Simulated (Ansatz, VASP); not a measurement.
One calculation of ScAlN2, two programs

```xyz
4
Lattice="1.5185 0.8767 4.9154 -1.5185 0.8767 4.9154 0.0000 -1.7534 4.9154" Properties=species:S:1:pos:R:3 pbc="T T T"
Sc    1.5185    0.8767    4.9154
Al    0.0000    0.0000    7.3731
N     0.0000    0.0000    3.5879
N     0.0000    0.0000   11.1583
```

Alike in both runs: task single point; functional r2SCAN; k mesh 8 × 8 × 8; no spin polarisation.

|  | VASP | Ansatz |
| --- | --- | --- |
| version | VASP 6.6.1 | Ansatz 0.2.0 |
| potentials or method | VASP PAW PBE potentials, release 64 (Sc_sv, Al, N) | plane waves, PAW |
| plane-wave cutoff (eV) | 520 | 500 |
| occupations | gaussian, width 0.01 eV | fixed |
| valence electrons in the cell | 24 | 24 |

|  | VASP | Ansatz | Ansatz less VASP |
| --- | --- | --- | --- |
| gap on the k mesh at the Fermi level (eV) | 1.18 | 1.18 | +0.002 |
| pressure (GPa) | 0.9 | 0.0 | -0.93 |
| traceless stress, the component that is largest in VASP (GPa) | 0.15 | 0.00 | -0.142 |
| rms of the force components (eV/Å) | 0.050 | 0.000 | -0.0502 |

VASP's potentials were made for PBE, not for r2SCAN. Atom by atom the forces differ by 0.050 eV/Å (rms over components).
